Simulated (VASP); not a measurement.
# SiC (gw) (Imm2) in VASP: further runs

SiC (gw) is run at these levels: PBEsol; tasks: single point.

Program: VASP 6.6.1. These are calculated values, not measurements. Logs are shortened: lines on timing, memory, paths and dates and some standing lists are left out, and cuts for length are marked.

## Step 1: The cell of the first run

It takes space group Imm2 (No. 44, orthorhombic). Conventional cell: a = 3.072 Å, b = 3.112 Å, c = 4.400 Å, α = 90.00°, β = 90.00°, γ = 90.00°. Si (site symmetry mm2) has 4 C at 1.89 to 1.90 Å within 2.5 Å. C (site symmetry mm2) has 4 Si at 1.89 to 1.90 Å within 2.5 Å.

## Step 2: Single point, PBEsol

Input file INCAR:

```
SYSTEM = SiC
ALGO = Normal
EDIFF = 1E-6
ENCUT = 600
GGA = PS
GGA_COMPAT = .False.
ISIF = 2
ISMEAR = 0
LASPH = .True.
LCHARG = .False.
LREAL = .False.
LWAVE = .False.
NBANDS = 11
NELM = 120
PREC = Accurate
SIGMA = 0.01
```

Input file KPOINTS:

```
k-points
0
Gamma
  6 6 6
  0 0 0
```

Input file POSCAR:

```
SiC
1.0
   -0.0141069204      2.1861075531      2.2002144735
    2.1861075531     -0.0141069204      2.2002144735
    2.1720006327      2.1720006327      0.0000000000
Si C
1 1
Direct
   -0.0005984281     -0.0005984281      0.0005984281
    0.2505984281      0.2505984281      0.2494015719
```

Potentials or basis: VASP PAW PBE potentials, release 64 (Si, C).

On the command line:

```bash
$ cat potpaw_PBE.64/Si/POTCAR potpaw_PBE.64/C/POTCAR > POTCAR
$ mpirun -np 1 vasp_std > vasp.out
```

OUTCAR:

```text
SYSTEM = SiC
   EDIFF = 1E-6
   ENCUT = 600
   GGA = PS
   ISIF = 2
   ISMEAR = 0
   LASPH = .True.
   LREAL = .False.
   NELM = 120
   PREC = Accurate

 ion  position               nearest neighbor table
   1  0.999  0.999  0.001-   2 1.89   2 1.89   2 1.90   2 1.90
   2  0.251  0.251  0.249-   1 1.89   1 1.89   1 1.90   1 1.90

  LATTYP: Found a body centered orthorhombic cell.
 ALAT       =     3.0716727522
 B/A-ratio  =     1.0129897940
 C/A-ratio  =     1.4325839052

  Lattice vectors:

 A1 = (   0.0141069204,  -2.1861075531,  -2.2002144735)
 A2 = (  -0.0141069204,   2.1861075531,  -2.2002144735)
 A3 = (   2.1861075531,  -0.0141069204,   2.2002144735)

Analysis of symmetry for initial positions (statically):
=====================================================================
 Subroutine PRICEL returns:
 Original cell was already a primitive cell.

 Routine SETGRP: Setting up the symmetry group for a
 body centered orthorhombic supercell.

 Subroutine GETGRP returns: Found  4 space group operations
 (whereof  4 operations were pure point group operations)
 out of a pool of  8 trial point group operations.

The static configuration has the point symmetry C_2v.

Analysis of symmetry for dynamics (positions and initial velocities):
=====================================================================
 Subroutine PRICEL returns:
 Original cell was already a primitive cell.

 Routine SETGRP: Setting up the symmetry group for a
 body centered orthorhombic supercell.

 Subroutine GETGRP returns: Found  4 space group operations
 (whereof  4 operations were pure point group operations)
 out of a pool of  8 trial point group operations.

The dynamic configuration has the point symmetry C_2v.

 Subroutine INISYM returns: Found  4 space group operations
 (whereof  4 operations are pure point group operations),
 and found     1 'primitive' translations

----------------------------------------------------------------------------------------

                                     Primitive cell

  volume of cell :      21.0291

  direct lattice vectors                    reciprocal lattice vectors
    -0.014106920  2.186107553  2.200214473    -0.227250573  0.227250573  0.227250573
     2.186107553 -0.014106920  2.200214473     0.227250573 -0.227250573  0.227250573
     2.172000633  2.172000633  0.000000000     0.230202511  0.230202511 -0.227250573

  length of vectors
     3.101646171  3.101646171  3.071672752     0.393609539  0.393609539  0.397025459

  position of ions in fractional coordinates (direct lattice)
     0.999401572  0.999401572  0.000598428
     0.250598428  0.250598428  0.249401572

  ion indices of the primitive-cell ions
   primitive index   ion index
                 1           1
                 2           2

----------------------------------------------------------------------------------------

 KPOINTS: k-points

Automatic generation of k-mesh.
 Grid dimensions read from file:
 generate k-points for:    6    6    6

 Generating k-lattice:

  Cartesian coordinates                     Fractional coordinates (reciprocal lattice)
    -0.037875096  0.037875096  0.037875096     0.166666667  0.000000000  0.000000000
     0.037875096 -0.037875096  0.037875096     0.000000000  0.166666667  0.000000000
     0.038367085  0.038367085 -0.037875096    -0.000000000 -0.000000000  0.166666667

  Length of vectors
     0.065601590  0.065601590  0.066170910

  Shift w.r.t. Gamma in fractional coordinates (k-lattice)
     0.000000000  0.000000000  0.000000000

 Subroutine IBZKPT returns following result:
 ===========================================

 Found     46 irreducible k-points:

 Following reciprocal coordinates:
            Coordinates               Weight
  0.000000  0.000000  0.000000      1.000000
  0.166667  0.000000  0.000000      4.000000
  0.333333  0.000000  0.000000      4.000000
  0.500000  0.000000  0.000000      2.000000
  0.166667  0.166667  0.000000      2.000000
  0.333333  0.166667  0.000000      4.000000
[... 16 lines left out ...]
 -0.166667  0.333333  0.166667      4.000000
  0.500000  0.500000  0.166667      4.000000
 [... further k-points ...]
   k-points           NKPTS =     46   k-points in BZ     NKDIM =     46   number of bands    NBANDS=     11
   number of dos      NEDOS =    301   number of ions     NIONS =      2
   total plane-waves  NPLWV =  21952
   dimension x,y,z NGX =    28 NGY =   28 NGZ =   28
   dimension x,y,z NGXF=    56 NGYF=   56 NGZF=   56
   ions per type =               1   1
   NGX,Y,Z   is equivalent  to a cutoff of  15.01, 15.01, 15.15 a.u.
   NGXF,Y,Z  is equivalent  to a cutoff of  30.02, 30.02, 30.31 a.u.
 SYSTEM =  SiC
   PREC   = accura    normal or accurate (medium, high low for compatibility)
   ISTART =      0    job   : 0-new  1-cont  2-samecut
   ICHARG =      2    charge: 1-file 2-atom 10-const
   ISPIN  =      1    spin polarized calculation?
   LNONCOLLINEAR =      F non collinear calculations
   LSORBIT =      F    spin-orbit coupling
   LASPH  =      T    aspherical Exc in radial PAW
   ENCUT  =  600.0 eV  44.10 Ry    6.64 a.u.   6.19  6.19  6.13*2*pi/ulx,y,z
   NELM   =    120;   NELMIN=  2; NELMDL= -5     # of ELM steps
   EDIFF  = 0.1E-05   stopping-criterion for ELM
   LREAL  =      F    real-space projection
   EDIFFG = 0.1E-04   stopping-criterion for IOM
   NSW    =      0    number of steps for IOM
   IBRION =     -1    ionic relax: 0-MD 1-quasi-New 2-CG
   NFREE  =      0    steps in history (QN), initial steepest desc. (CG)
   ISIF   =      2    stress and relaxation
   ISYM   =      2    0-nonsym 1-usesym 2-fastsym
   POTIM  = 0.5000    time-step for ionic-motion
   TEBEG  =    0.0;   TEEND  =   0.0 temperature during run
   PSTRESS=    0.0 pullay stress
   NELECT =       8.0000    total number of electrons
   NUPDOWN=      -1.0000    fix difference up-down
   EMIN   =  10.00;   EMAX   =-10.00  energy-range for DOS
   EFERMI =   0.00;   METHOD = LEGACY
   ISMEAR =     0;   SIGMA  =   0.01  broadening in eV -4-tet -1-fermi 0-gaus
   EFERMI_NEDOS =   21; number of points for ismear=-14 and -15
   IALGO  =     38    algorithm
   IMIX   =      4    mixing-type and parameters
     AMIX     =   0.40;   BMIX     =  1.00
     AMIX_MAG =   1.60;   BMIX_MAG =  1.00
  volume/ion in A,a.u.               =      10.51        70.96
  Fermi-wavevector in a.u.,A,eV,Ry     =   1.186219  2.241629 19.144965  1.407115
  Thomas-Fermi vector in A             =   2.322396
   LORBIT       =      0    0 simple, 1 ext, 2 COOP (PROOUT), +10 PAW based schemes
   GGA     = PS    functional components
   LHFCALC =     F    Hartree Fock is set to
   AEXX    =    0.0000 exact exchange contribution
   IVDW    =     0    specifies the selected vdW correction
   LEPSILON=     F    determine dielectric tensor
   LRPA    =     F    only Hartree local field effects (RPA)
 non-spin polarized calculation
 Gauss-broadening in eV      SIGMA  =   0.01
  energy-cutoff  :      600.00
  volume of cell :       21.03
 maximum number of plane-waves:       721
 NGX is ok and might be reduce to    28
   NGX = 13   NGY = 13   NGZ = 13

 number of electron       8.0000000 magnetization

 Free energy of the ion-electron system (eV)
  ---------------------------------------------------
  ext. energy  EPLUGINS =         0.00000000
  ---------------------------------------------------
  free energy    TOTEN  =       -15.89850947 eV

  energy without entropy =      -15.89850947  energy(sigma->0) =      -15.89850947

 E-fermi :   8.0788     XC(G=0): -11.4338

 val. band max:        7.9618970603   @ k =   0.0000   0.0000   0.0000
 cond. band min:       9.1057064337   @ k =   0.5000  -0.0000   0.5000
 fundamental gap:      1.1438093734
 Fermi energy:         8.0787764096

 k-point     1 :       0.0000    0.0000    0.0000
  band No.  band energies     occupation
      1      -7.4178      2.00000
      2       7.8364      2.00000
      3       7.8530      2.00000
      4       7.9619      2.00000
      5      13.8461      0.00000
      6      14.8676      0.00000
      7      15.0565      0.00000
      8      15.1422      0.00000
      9      22.1387      0.00000
     10      22.3399      0.00000
     11      23.8904      0.00000

 k-point     2 :       0.1667    0.0000    0.0000
  band No.  band energies     occupation
      1      -6.8883      2.00000
      2       5.4496      2.00000
      3       7.5220      2.00000
      4       7.6403      2.00000
      5      14.0767      0.00000
      6      15.4773      0.00000
      7      15.6465      0.00000
      8      15.9473      0.00000
      9      20.6088      0.00000
     10      20.8280      0.00000
     11      23.2380      0.00000

 k-point     3 :       0.3333    0.0000    0.0000
  band No.  band energies     occupation
      1      -5.3895      2.00000
      2       1.6747      2.00000
      3       7.0158      2.00000
      4       7.1378      2.00000
      5      13.4358      0.00000
      6      15.3217      0.00000
      7      15.5021      0.00000
      8      17.5703      0.00000
      9      21.8656      0.00000
     10      22.0651      0.00000
     11      22.7952      0.00000

 k-point     4 :       0.5000    0.0000    0.0000
  band No.  band energies     occupation
      1      -3.9175      2.00000
      2      -0.6518      2.00000
      3       6.8106      2.00000
      4       6.9333      2.00000
      5      13.1863      0.00000
      6      14.9231      0.00000
      7      15.1101      0.00000
      8      17.7385      0.00000
      9      23.6790      0.00000
     10      24.7290      0.00000
     11      24.9086      0.00000
[... 239 lines left out ...]
 k-point    22 :      -0.3333    0.3333    0.1667
  band No.  band energies     occupation
      1      -2.8318      2.00000
      2       0.5011      2.00000
      3       3.1879      2.00000
      4       4.7901      2.00000
      5      12.9547      0.00000
      6      15.7448      0.00000
      7      17.9274      0.00000
      8      18.9244      0.00000
      9      20.5124      0.00000
     10      24.0830      0.00000
     11      28.6234      0.00000

 k-point    23 :      -0.1667    0.3333    0.1667
  band No.  band energies     occupation
      1      -4.1195      2.00000
      2       1.9406      2.00000
      3       3.7271      2.00000
      4       5.5125      2.00000
      5      12.7053      0.00000
      6      15.4522      0.00000
      7      16.4891      0.00000
      8      19.3801      0.00000
      9      20.8828      0.00000
     10      24.3771      0.00000
     11      28.0424      0.00000

 k-point    24 :       0.5000    0.5000    0.1667
  band No.  band energies     occupation
      1      -3.1309      2.00000
      2       1.0386      2.00000
      3       3.6031      2.00000
      4       5.0504      2.00000
      5      10.4424      0.00000
      6      14.1085      0.00000
      7      19.7109      0.00000
      8      19.8810      0.00000
      9      21.7730      0.00000
     10      25.6950      0.00000
     11      29.0726      0.00000

 [... further k-points ...]
[... 5 lines left out ...]
  --------------------------------------------------------------------------------------
  -------------------------------------------------------------------------------------
  Total       -0.3701920     -0.3701920     -0.5895138      0.4050214      0.0000000      0.0000000
  in kB      -28.2044497    -28.2044497    -44.9142969     30.8580590      0.0000000      0.0000000
  external PRESSURE =     -33.7743988 kB  Pullay stress =       0.0000000 kB

 VOLUME and BASIS-vectors are now :
 -----------------------------------------------------------------------------
  energy-cutoff  :      600.00
  volume of cell :       21.03
      direct lattice vectors                 reciprocal lattice vectors
    -0.014106920  2.186107553  2.200214473    -0.227250573  0.227250573  0.227250573
     2.186107553 -0.014106920  2.200214473     0.227250573 -0.227250573  0.227250573
     2.172000633  2.172000633  0.000000000     0.230202511  0.230202511 -0.227250573

 POSITION                                       TOTAL-FORCE (eV/Angst)
 -----------------------------------------------------------------------------------
      2.17200      2.17200      4.39780         0.000000      0.000000     -0.000504
      1.08600      1.08600      1.10274        -0.000000     -0.000000      0.000504
 -----------------------------------------------------------------------------------
    total drift:                               -0.000000     -0.000000      0.000062

  FREE ENERGIE OF THE ION-ELECTRON SYSTEM (eV)
  ---------------------------------------------------
  free  energy   TOTEN  =       -15.8985094729 eV

  energy  without entropy=      -15.8985094729  energy(sigma->0) =      -15.89850947
```

Wall time 8.3 s (1 thread of Intel Xeon 6975P-C (Granite Rapids), shared host); peak memory 0.15 GiB.

What came out:

```yaml
Free_energy: -15.8985 eV
Pressure: -3.4 GPa
Band_gap_on_the_k_mesh: 1.14 eV, indirect (least direct gap 4.29 eV)
```

Caveat: the PAW data sets were made with another functional, which shifts forces and pressure a little. PBEsol gaps usually lie below the measured ones, often by a third to a half.

## Step 3: Single point, PBEsol

Input file INCAR:

```
PREC = Accurate
ENCUT = 600
EDIFF = 1E-6
ISMEAR = 0
SIGMA = 0.01
LREAL = False
LASPH = True
NELM = 120
ALGO = Normal
ISIF = 2
LWAVE = False
LCHARG = False
GGA = PS
NBANDS = 11
GGA_COMPAT = False
```

Input file KPOINTS:

```
Automatic mesh
0
Gamma
  6 6 6
```

POSCAR is that of step 2.

Potentials or basis: VASP PAW PBE potentials, release 64 (Si, C).

On the command line:

```bash
$ cat potpaw_PBE.64/Si/POTCAR potpaw_PBE.64/C/POTCAR > POTCAR
$ mpirun -np 1 vasp_std > vasp.out
```

Wall time 7.1 s (1 thread of Intel Xeon 6975P-C (Granite Rapids), shared host); peak memory 0.15 GiB.

Results (log left out):

```yaml
Free_energy: -15.8985 eV
Pressure: -3.4 GPa
Band_gap_on_the_k_mesh: 1.14 eV, indirect (least direct gap 4.29 eV)
```

Stress tensor (GPa, compression positive):
```
-2.82  3.09  0.00
 3.09 -2.82  0.00
 0.00  0.00 -4.49
```

Levels at points of the mesh, in eV from the valence-band top:
```tsv
k point	band 1	band 2	band 3	band 4	band 5	band 6	band 7	band 8	band 9
(0.00, 0.00, 0.00)	-15.38	-0.13	-0.11	0.00	5.88	6.91	7.09	7.18	14.18
(0.50, 0.00, 0.00)	-11.88	-8.61	-1.15	-1.03	5.22	6.96	7.15	9.78	15.72
(0.50, 0.50, 0.00)	-10.42	-7.92	-3.33	-3.10	1.19	4.14	13.69	13.72	14.32
(0.00, 0.00, 0.50)	-11.79	-8.57	-1.19	-1.15	5.06	6.93	6.93	9.71	15.73
(0.50, 0.00, 0.50)	-10.37	-7.84	-3.29	-3.28	1.14	4.02	13.57	13.74	14.46
```

Caveat: the PAW data sets were made with another functional, which shifts forces and pressure a little. A k mesh can miss the band edges.
